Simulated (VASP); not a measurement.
# SrO (R3m) in VASP: single point with PBE

Aim: the single point of SrO with PBE.

Everything below comes from runs of VASP 6.6.1. Logs are shortened: lines on timing, memory, paths and dates and some standing lists are left out, and cuts for length are marked.

**1. The cell of the first run**

It takes space group R3m (No. 160, trigonal). Conventional cell: a = 3.634 Å, b = 3.634 Å, c = 8.902 Å, α = 90.00°, β = 90.00°, γ = 120.00°. Sr (site symmetry 3m) has 6 O at 2.46 to 2.69 Å within 3.2 Å. Within 3.2 Å of O (site symmetry 3m) lie 6 Sr at 2.46 to 2.69 Å.

**2. Single point, PBE (atom 2 (O) moved by [0.11547, 0.11547, 0.11547] A)**

File INCAR:

```
SYSTEM = SrO
PREC = Accurate ; ENCUT = 520
EDIFF = 1E-7 ; ISMEAR = -1
SIGMA = 0.02 ; LREAL = .FALSE.
LASPH = .TRUE. ; NELM = 60
ALGO = Normal ; ISIF = 2
LWAVE = .FALSE. ; LCHARG = .FALSE.
GGA = PE ; NBANDS = 15
```

File KPOINTS:

```
Automatic mesh
0
G
  8 8 8
  0 0 0
```

File POSCAR:

```
SrO
1.0
    0.0000000000      2.5698000000      2.5698000000
    2.5698000000      0.0000000000      2.5698000000
    2.5698000000      2.5698000000      0.0000000000
Sr O
1 1
Direct
    0.0000000000      0.0000000000      0.0000000000
    0.5224667289      0.5224667289      0.5224667289
```

Potentials or basis: VASP PAW PBE potentials, release 64 (Sr_sv, O).

The run is started by

```
cat potpaw_PBE.64/Sr_sv/POTCAR potpaw_PBE.64/O/POTCAR > POTCAR
mpirun -np 1 vasp_std > vasp.out
```

OUTCAR:

```text
SYSTEM = SrO
   PREC = Accurate
   ENCUT = 520
   EDIFF = 1E-7
   ISMEAR = -1
   LREAL = .FALSE.
   LASPH = .TRUE.
   NELM = 60
   ISIF = 2
   GGA = PE

 ion  position               nearest neighbor table
   1  0.000  0.000  0.000-   2 2.46   2 2.46   2 2.46   2 2.69   2 2.69   2 2.69
   2  0.522  0.522  0.522-   1 2.46   1 2.46   1 2.46   1 2.69   1 2.69   1 2.69

  LATTYP: Found a face centered cubic cell.
 ALAT       =     5.1396000000

  Lattice vectors:

 A1 = (   0.0000000000,   2.5698000000,   2.5698000000)
 A2 = (   2.5698000000,   0.0000000000,   2.5698000000)
 A3 = (   2.5698000000,   2.5698000000,   0.0000000000)

Analysis of symmetry for initial positions (statically):
=====================================================================
 Subroutine PRICEL returns:
 Original cell was already a primitive cell.

 Routine SETGRP: Setting up the symmetry group for a
 face centered cubic supercell.

 Subroutine GETGRP returns: Found  6 space group operations
 (whereof  6 operations were pure point group operations)
 out of a pool of 48 trial point group operations.

The static configuration has the point symmetry C_3v.

Analysis of symmetry for dynamics (positions and initial velocities):
=====================================================================
 Subroutine PRICEL returns:
 Original cell was already a primitive cell.

 Routine SETGRP: Setting up the symmetry group for a
 face centered cubic supercell.

 Subroutine GETGRP returns: Found  6 space group operations
 (whereof  6 operations were pure point group operations)
 out of a pool of 48 trial point group operations.

The dynamic configuration has the point symmetry C_3v.

 Subroutine INISYM returns: Found  6 space group operations
 (whereof  6 operations are pure point group operations),
 and found     1 'primitive' translations

----------------------------------------------------------------------------------------

                                     Primitive cell

  volume of cell :      33.9413

  direct lattice vectors                    reciprocal lattice vectors
     0.000000000  2.569800000  2.569800000    -0.194567671  0.194567671  0.194567671
     2.569800000  0.000000000  2.569800000     0.194567671 -0.194567671  0.194567671
     2.569800000  2.569800000  0.000000000     0.194567671  0.194567671 -0.194567671

  length of vectors
     3.634246013  3.634246013  3.634246013     0.337001091  0.337001091  0.337001091

  position of ions in fractional coordinates (direct lattice)
     0.000000000  0.000000000  0.000000000
     0.522466729  0.522466729  0.522466729

  ion indices of the primitive-cell ions
   primitive index   ion index
                 1           1
                 2           2

----------------------------------------------------------------------------------------

 KPOINTS: Automatic mesh

Automatic generation of k-mesh.
 Grid dimensions read from file:
 generate k-points for:    8    8    8

 Generating k-lattice:

  Cartesian coordinates                     Fractional coordinates (reciprocal lattice)
    -0.024320959  0.024320959  0.024320959     0.125000000  0.000000000  0.000000000
     0.024320959 -0.024320959  0.024320959     0.000000000  0.125000000  0.000000000
     0.024320959  0.024320959 -0.024320959     0.000000000  0.000000000  0.125000000

  Length of vectors
     0.042125136  0.042125136  0.042125136

  Shift w.r.t. Gamma in fractional coordinates (k-lattice)
     0.000000000  0.000000000  0.000000000

 Subroutine IBZKPT returns following result:
 ===========================================

 Found     65 irreducible k-points:

 Following reciprocal coordinates:
            Coordinates               Weight
  0.000000  0.000000  0.000000      1.000000
  0.125000  0.000000  0.000000      6.000000
  0.125000  0.125000  0.125000      2.000000
  0.250000  0.000000  0.000000      6.000000
  0.250000  0.250000  0.250000      2.000000
  0.375000  0.000000  0.000000      6.000000
[... 16 lines left out ...]
 -0.250000  0.125000  0.000000     12.000000
  0.125000  0.125000  0.375000      6.000000
 [... further k-points ...]
   k-points           NKPTS =     65   k-points in BZ     NKDIM =     65   number of bands    NBANDS=     15
   number of dos      NEDOS =    301   number of ions     NIONS =      2
   total plane-waves  NPLWV =  21952
   dimension x,y,z NGX =    28 NGY =   28 NGZ =   28
   dimension x,y,z NGXF=    56 NGYF=   56 NGZF=   56
   ions per type =               1   1
   NGX,Y,Z   is equivalent  to a cutoff of  12.81, 12.81, 12.81 a.u.
   NGXF,Y,Z  is equivalent  to a cutoff of  25.62, 25.62, 25.62 a.u.
 SYSTEM =  SrO
   PREC   = accura    normal or accurate (medium, high low for compatibility)
   ISTART =      0    job   : 0-new  1-cont  2-samecut
   ICHARG =      2    charge: 1-file 2-atom 10-const
   ISPIN  =      1    spin polarized calculation?
   LNONCOLLINEAR =      F non collinear calculations
   LSORBIT =      F    spin-orbit coupling
   LASPH  =      T    aspherical Exc in radial PAW
   ENCUT  =  520.0 eV  38.22 Ry    6.18 a.u.   6.76  6.76  6.76*2*pi/ulx,y,z
   NELM   =     60;   NELMIN=  2; NELMDL= -5     # of ELM steps
   EDIFF  = 0.1E-06   stopping-criterion for ELM
   LREAL  =      F    real-space projection
   EDIFFG = 0.1E-05   stopping-criterion for IOM
   NSW    =      0    number of steps for IOM
   IBRION =     -1    ionic relax: 0-MD 1-quasi-New 2-CG
   NFREE  =      0    steps in history (QN), initial steepest desc. (CG)
   ISIF   =      2    stress and relaxation
   ISYM   =      2    0-nonsym 1-usesym 2-fastsym
   POTIM  = 0.5000    time-step for ionic-motion
   TEBEG  =    0.0;   TEEND  =   0.0 temperature during run
   PSTRESS=    0.0 pullay stress
   NELECT =      16.0000    total number of electrons
   NUPDOWN=      -1.0000    fix difference up-down
   EMIN   =  10.00;   EMAX   =-10.00  energy-range for DOS
   EFERMI =   0.00;   METHOD = LEGACY
   ISMEAR =    -1;   SIGMA  =   0.02  broadening in eV -4-tet -1-fermi 0-gaus
   EFERMI_NEDOS =   21; number of points for ismear=-14 and -15
   IALGO  =     38    algorithm
   IMIX   =      4    mixing-type and parameters
     AMIX     =   0.40;   BMIX     =  1.00
     AMIX_MAG =   1.60;   BMIX_MAG =  1.00
  volume/ion in A,a.u.               =      16.97       114.52
  Fermi-wavevector in a.u.,A,eV,Ry     =   1.274106  2.407711 22.086959  1.623346
  Thomas-Fermi vector in A             =   2.406892
   LORBIT       =      0    0 simple, 1 ext, 2 COOP (PROOUT), +10 PAW based schemes
   GGA     = PE    functional components
   LHFCALC =     F    Hartree Fock is set to
   AEXX    =    0.0000 exact exchange contribution
   IVDW    =     0    specifies the selected vdW correction
   LEPSILON=     F    determine dielectric tensor
   LRPA    =     F    only Hartree local field effects (RPA)
 non-spin polarized calculation
  energy-cutoff  :      520.00
  volume of cell :       33.94
 maximum number of plane-waves:       941
   NGX = 13   NGY = 13   NGZ = 13

 number of electron      16.0000002 magnetization

 Free energy of the ion-electron system (eV)
  ---------------------------------------------------
  ext. energy  EPLUGINS =         0.00000000
  ---------------------------------------------------
  free energy    TOTEN  =       -11.99292057 eV

  energy without entropy =      -11.99292057  energy(sigma->0) =      -11.99292057

 E-fermi :   2.0646     XC(G=0): -10.0228

 val. band max:        1.5676340440   @ k =   0.0000   0.0000   0.0000
 cond. band min:       5.1493021232   @ k =   0.5000   0.5000   0.0000
 fundamental gap:      3.5816680792
 Fermi energy:         2.0646004466

 k-point     1 :       0.0000    0.0000    0.0000
  band No.  band energies     occupation
      1     -30.6873      2.00000
      2     -13.5393      2.00000
      3     -12.3265      2.00000
      4     -12.3265      2.00000
      5     -12.2358      2.00000
      6       1.5431      2.00000
      7       1.5676      2.00000
      8       1.5676      2.00000
      9       5.6311      0.00000
     10       7.9437      0.00000
     11       7.9437      0.00000
     12       8.1184      0.00000
     13      10.1936      0.00000
     14      10.1936      0.00000
     15      14.3516      0.00000

 k-point     2 :       0.1250    0.0000    0.0000
  band No.  band energies     occupation
      1     -30.6669      2.00000
      2     -13.8704      2.00000
      3     -12.3631      2.00000
      4     -12.3397      2.00000
      5     -11.9321      2.00000
      6       1.0722      2.00000
      7       1.3942      2.00000
      8       1.4601      2.00000
      9       6.3115      0.00000
     10       7.7283      0.00000
     11       8.2029      0.00000
     12       8.3726      0.00000
     13      10.6183      0.00000
     14      10.6493      0.00000
     15      15.3463      0.00000

 k-point     3 :       0.1250    0.1250    0.1250
  band No.  band energies     occupation
      1     -30.6672      2.00000
      2     -13.8532      2.00000
      3     -12.3389      2.00000
      4     -12.3389      2.00000
      5     -11.9753      2.00000
      6       1.1213      2.00000
      7       1.3804      2.00000
      8       1.3804      2.00000
      9       6.2966      0.00000
     10       7.9568      0.00000
     11       8.2487      0.00000
     12       8.2487      0.00000
     13      10.5869      0.00000
     14      10.5869      0.00000
     15      15.3686      0.00000

 k-point     4 :       0.2500    0.0000    0.0000
  band No.  band energies     occupation
      1     -30.6172      2.00000
      2     -14.4272      2.00000
      3     -12.3916      2.00000
      4     -12.3712      2.00000
      5     -11.5031      2.00000
      6       0.3123      2.00000
      7       1.0110      2.00000
      8       1.0839      2.00000
      9       7.5271      0.00000
     10       7.9054      0.00000
     11       8.9564      0.00000
     12       9.1054      0.00000
     13      11.6452      0.00000
     14      11.6724      0.00000
     15      17.3450      0.00000
[... 307 lines left out ...]
 k-point    22 :      -0.3750    0.5000   -0.3750
  band No.  band energies     occupation
      1     -30.5487      2.00000
      2     -14.7950      2.00000
      3     -12.5698      2.00000
      4     -12.4117      2.00000
      5     -11.3168      2.00000
      6      -0.2496      2.00000
      7       0.5359      2.00000
      8       0.7731      2.00000
      9       8.0564      0.00000
     10       9.2515      0.00000
     11      10.2924      0.00000
     12      10.9061      0.00000
     13      13.1979      0.00000
     14      13.5065      0.00000
     15      15.9166      0.00000

 k-point    23 :      -0.2500    0.1250    0.0000
  band No.  band energies     occupation
      1     -30.5870      2.00000
      2     -14.5875      2.00000
      3     -12.5457      2.00000
      4     -12.3726      2.00000
      5     -11.3777      2.00000
      6       0.0713      2.00000
      7       0.7654      2.00000
      8       1.1763      2.00000
      9       7.5112      0.00000
     10       8.2873      0.00000
     11       9.2974      0.00000
     12       9.9370      0.00000
     13      11.9228      0.00000
     14      12.6290      0.00000
     15      17.8820      0.00000

 k-point    24 :       0.1250    0.1250    0.3750
  band No.  band energies     occupation
      1     -30.5876      2.00000
      2     -14.5682      2.00000
      3     -12.5489      2.00000
      4     -12.3630      2.00000
      5     -11.4033      2.00000
      6       0.0331      2.00000
      7       0.7198      2.00000
      8       1.2179      2.00000
      9       7.4753      0.00000
     10       8.3772      0.00000
     11       9.1817      0.00000
     12      10.2069      0.00000
     13      12.0413      0.00000
     14      12.4100      0.00000
     15      17.8070      0.00000

 [... further k-points ...]
[... 5 lines left out ...]
  --------------------------------------------------------------------------------------
  -------------------------------------------------------------------------------------
  Total        0.9707707      0.9707707      0.9707707     -0.0496698     -0.0496698     -0.0496698
  in kB       45.8246634     45.8246634     45.8246634     -2.3446357     -2.3446357     -2.3446357
  external PRESSURE =      45.8246634 kB  Pullay stress =       0.0000000 kB

 VOLUME and BASIS-vectors are now :
 -----------------------------------------------------------------------------
  energy-cutoff  :      520.00
  volume of cell :       33.94
      direct lattice vectors                 reciprocal lattice vectors
     0.000000000  2.569800000  2.569800000    -0.194567671  0.194567671  0.194567671
     2.569800000  0.000000000  2.569800000     0.194567671 -0.194567671  0.194567671
     2.569800000  2.569800000  0.000000000     0.194567671  0.194567671 -0.194567671

 POSITION                                       TOTAL-FORCE (eV/Angst)
 -----------------------------------------------------------------------------------
      0.00000      0.00000      0.00000         0.280508      0.280508      0.280508
      2.68527      2.68527      2.68527        -0.280508     -0.280508     -0.280508
 -----------------------------------------------------------------------------------
    total drift:                                0.000039      0.000039      0.000039

  FREE ENERGIE OF THE ION-ELECTRON SYSTEM (eV)
  ---------------------------------------------------
  free  energy   TOTEN  =       -11.9929205743 eV

  energy  without entropy=      -11.9929205743  energy(sigma->0) =      -11.99292057
```

Wall time 15 s (1 thread of Intel Xeon 6975P-C (Granite Rapids), shared host); peak memory 0.17 GiB.

Results:

- Free energy: -11.9929 eV
- Pressure: 4.6 GPa
- Largest force: 0.486 eV/Å
- Band gap on the k mesh: 3.58 eV, indirect (least direct gap 3.60 eV)

Forces in eV/Å, atoms in the order of the input:
```
Sr   0.281  0.281  0.281
O   -0.281 -0.281 -0.281
```

Stress tensor (GPa, compression positive):
```
 4.58 -0.23 -0.23
-0.23  4.58 -0.23
-0.23 -0.23  4.58
```

Levels at points of the mesh, in eV from the valence-band top:
```
           k point  band 4  band 5  band 6  band 7  band 8  band 9  band 10  band 11  band 12  band 13
(0.00, 0.00, 0.00)  -13.89  -13.80   -0.02    0.00    0.00    4.06     6.38     6.38     6.55     8.63
(0.50, 0.00, 0.00)  -13.98  -12.68   -2.06   -1.03   -0.99    6.59     8.20     8.86     9.26    11.95
(0.50, 0.50, 0.50)  -13.98  -12.76   -2.07   -1.09   -1.09    6.64     8.71     9.05     9.05    12.01
(0.50, 0.50, 0.00)  -14.27  -14.04   -0.33   -0.15   -0.02    3.58     7.80    10.35    10.38    11.22
```

Caveat: the cell differs from its parent crystal (atom 2 (O) moved by [0.11547, 0.11547, 0.11547] A). A k mesh can miss the band edges.
